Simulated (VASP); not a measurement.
# CuO (F-43m) in VASP: further runs, part 2 of 2

VASP 6.6.1. Earlier steps stand in the parts before.

## 5. Single point, BLYP

This run uses another cell than the first one, of 11.85 Å³/atom, 1.050 times its volume.

INCAR

```
PREC = Accurate ; ENCUT = 520
EDIFF = 1E-6 ; ISMEAR = -1
SIGMA = 0.05 ; LREAL = False
LASPH = True ; NELM = 60
ALGO = Normal ; ISIF = 2
LWAVE = False ; LCHARG = False
GGA = B5 ; ALDAX = 1.0
AGGAX = 1.0 ; AGGAC = 1.0
ALDAC = 0.0 ; NBANDS = 16
```

KPOINTS

```
regular mesh
0
Gamma
  10 10 10
```

POSCAR

```
CuO
1.0
    0.0000000000      2.2797444458      2.2797444458
    2.2797444458      0.0000000000      2.2797444458
    2.2797444458      2.2797444458      0.0000000000
Cu O
1 1
Direct
    0.0000000000      0.0000000000      0.0000000000
    0.2500000000      0.2500000000      0.2500000000
```

Potentials or basis: VASP PAW PBE potentials, release 64 (Cu, O).

The run is started by

```sh
> cat potpaw_PBE.64/Cu/POTCAR potpaw_PBE.64/O/POTCAR > POTCAR
> mpirun -np 1 vasp_std > vasp.out
```

OUTCAR:

```text
PREC = Accurate
   ENCUT = 520
   EDIFF = 1E-6
   ISMEAR = -1
   LREAL = False
   LASPH = True
   NELM = 60
   ISIF = 2
   GGA = B5

 ion  position               nearest neighbor table
   1  0.000  0.000  0.000-   2 1.97   2 1.97   2 1.97   2 1.97
   2  0.250  0.250  0.250-   1 1.97   1 1.97   1 1.97   1 1.97

  LATTYP: Found a face centered cubic cell.
 ALAT       =     4.5594888916

  Lattice vectors:

 A1 = (   0.0000000000,   2.2797444458,   2.2797444458)
 A2 = (   2.2797444458,   0.0000000000,   2.2797444458)
 A3 = (   2.2797444458,   2.2797444458,   0.0000000000)

Analysis of symmetry for initial positions (statically):
=====================================================================
 Subroutine PRICEL returns:
 Original cell was already a primitive cell.

 Routine SETGRP: Setting up the symmetry group for a
 face centered cubic supercell.

 Subroutine GETGRP returns: Found 24 space group operations
 (whereof 24 operations were pure point group operations)
 out of a pool of 48 trial point group operations.

The static configuration has the point symmetry T_d .

Analysis of symmetry for dynamics (positions and initial velocities):
=====================================================================
 Subroutine PRICEL returns:
 Original cell was already a primitive cell.

 Routine SETGRP: Setting up the symmetry group for a
 face centered cubic supercell.

 Subroutine GETGRP returns: Found 24 space group operations
 (whereof 24 operations were pure point group operations)
 out of a pool of 48 trial point group operations.

The dynamic configuration has the point symmetry T_d .

 Subroutine INISYM returns: Found 24 space group operations
 (whereof 24 operations are pure point group operations),
 and found     1 'primitive' translations

[... 105 lines left out ...]
   NELECT =      17.0000    total number of electrons
   NUPDOWN=      -1.0000    fix difference up-down
   EMIN   =  10.00;   EMAX   =-10.00  energy-range for DOS
   EFERMI =   0.00;   METHOD = LEGACY
   ISMEAR =    -1;   SIGMA  =   0.05  broadening in eV -4-tet -1-fermi 0-gaus
   EFERMI_NEDOS =   21; number of points for ismear=-14 and -15
   IALGO  =     38    algorithm
   IMIX   =      4    mixing-type and parameters
     AMIX     =   0.40;   BMIX     =  1.00
     AMIX_MAG =   1.60;   BMIX_MAG =  1.00
  volume/ion in A,a.u.               =      11.85        79.96
  Fermi-wavevector in a.u.,A,eV,Ry     =   1.465531  2.769452 29.222331  2.147781
  Thomas-Fermi vector in A             =   2.581377
   LORBIT       =      0    0 simple, 1 ext, 2 COOP (PROOUT), +10 PAW based schemes
   GGA     = B5    functional components
   LHFCALC =     F    Hartree Fock is set to
   AEXX    =    0.0000 exact exchange contribution
   IVDW    =     0    specifies the selected vdW correction
   LEPSILON=     F    determine dielectric tensor
   LRPA    =     F    only Hartree local field effects (RPA)
 non-spin polarized calculation
  energy-cutoff  :      520.00
  volume of cell :       23.70
 maximum number of plane-waves:       648
   NGX = 11   NGY = 11   NGZ = 11

 number of electron      17.0000016 magnetization

 Free energy of the ion-electron system (eV)
  ---------------------------------------------------
  ext. energy  EPLUGINS =         0.00000000
  ---------------------------------------------------
  free energy    TOTEN  =        -8.88106679 eV

  energy without entropy =       -8.85855010  energy(sigma->0) =       -8.86980844

 E-fermi :   4.0266     XC(G=0): -10.4196

 val. band max:        4.0131150098   @ k =   0.5000   0.0000   0.0000
 cond. band min:       4.0297414384   @ k =  -0.1000   0.1000   0.0000
 fundamental gap:      0.0166264286
 Fermi energy:         4.0266268499

 k-point     1 :       0.0000    0.0000    0.0000
  band No.  band energies     occupation
      1     -14.5504      2.00000
      2      -0.6793      2.00000
      3      -0.6793      2.00000
      4      -0.6793      2.00000
      5       2.0264      2.00000
      6       2.0264      2.00000
[... 433 lines left out ...]
      3      -0.2371      2.00000
      4      -0.1917      2.00000
      5       1.7845      2.00000
      6       2.1933      2.00000
[... 8 lines left out ...]
     15      27.2635      0.00000
     16      28.8081      0.00000

 [... further k-points ...]
[... 5 lines left out ...]
  --------------------------------------------------------------------------------------
  -------------------------------------------------------------------------------------
  Total        0.3660464      0.3660464      0.3660464     -0.0000000      0.0000000     -0.0000000
  in kB       24.7490304     24.7490304     24.7490304     -0.0000000      0.0000000     -0.0000000
  external PRESSURE =      24.7490304 kB  Pullay stress =       0.0000000 kB

 VOLUME and BASIS-vectors are now :
 -----------------------------------------------------------------------------
  energy-cutoff  :      520.00
  volume of cell :       23.70
      direct lattice vectors                 reciprocal lattice vectors
     0.000000000  2.279744446  2.279744446    -0.219322828  0.219322828  0.219322828
     2.279744446  0.000000000  2.279744446     0.219322828 -0.219322828  0.219322828
     2.279744446  2.279744446  0.000000000     0.219322828  0.219322828 -0.219322828

 POSITION                                       TOTAL-FORCE (eV/Angst)
 -----------------------------------------------------------------------------------
      0.00000      0.00000      0.00000        -0.000000     -0.000000     -0.000000
      1.13987      1.13987      1.13987         0.000000      0.000000      0.000000
 -----------------------------------------------------------------------------------
    total drift:                                0.000002      0.000002      0.000002

  FREE ENERGIE OF THE ION-ELECTRON SYSTEM (eV)
  ---------------------------------------------------
  free  energy   TOTEN  =        -8.8810667905 eV

  energy  without entropy=       -8.8585500987  energy(sigma->0) =       -8.86980844
```

Wall time 50 s (1 thread of AMD EPYC, shared host); peak memory 0.11 GiB.

What came out:

- Free energy: -8.8811 eV
- Pressure: 2.5 GPa

Caveat: the PAW data sets were made with another functional, which shifts forces and pressure a little; an odd number of electrons without spin polarisation forces a metal; a magnetic or distorted state may lie lower; semilocal functionals often make such compounds metallic where correlation or magnetic order opens a gap, which also shifts bond lengths. With open d or f shells a metallic result of BLYP can be an artefact of self-interaction; +U or a hybrid may open a gap.

## 6. Overview

```tsv
level	cell	gap on the mesh (eV)	pressure (GPa)
PBE+D3(BJ)	a = 3.172 Å, angles 60.0°, 2 atoms	none	0.6
PBEsol	a = 3.224 Å, angles 60.0°, 2 atoms	none	-9.2
RPBE	a = 3.239 Å, angles 60.0°, 2 atoms	none	0.4
BLYP	a = 3.224 Å, angles 60.0°, 2 atoms	none	2.5
```

Alike in all rows: task single point; potentials or basis VASP PAW PBE potentials, release 64 (Cu, O); no spin polarisation; k mesh 10 × 10 × 10; cutoff (eV) 520; smearing fermi-dirac 0.05 eV.

Caveats: an odd number of electrons without spin polarisation forces a metal; a magnetic or distorted state may lie lower; semilocal functionals often make such compounds metallic where correlation or magnetic order opens a gap, which also shifts bond lengths; the PAW data sets were made with another functional, which shifts forces and pressure a little (some runs); pairwise dispersion overbinds metals, which lowers pressure and volume (some runs).

Total energies depend on the potentials used, so only differences within one code and one set of settings carry meaning.
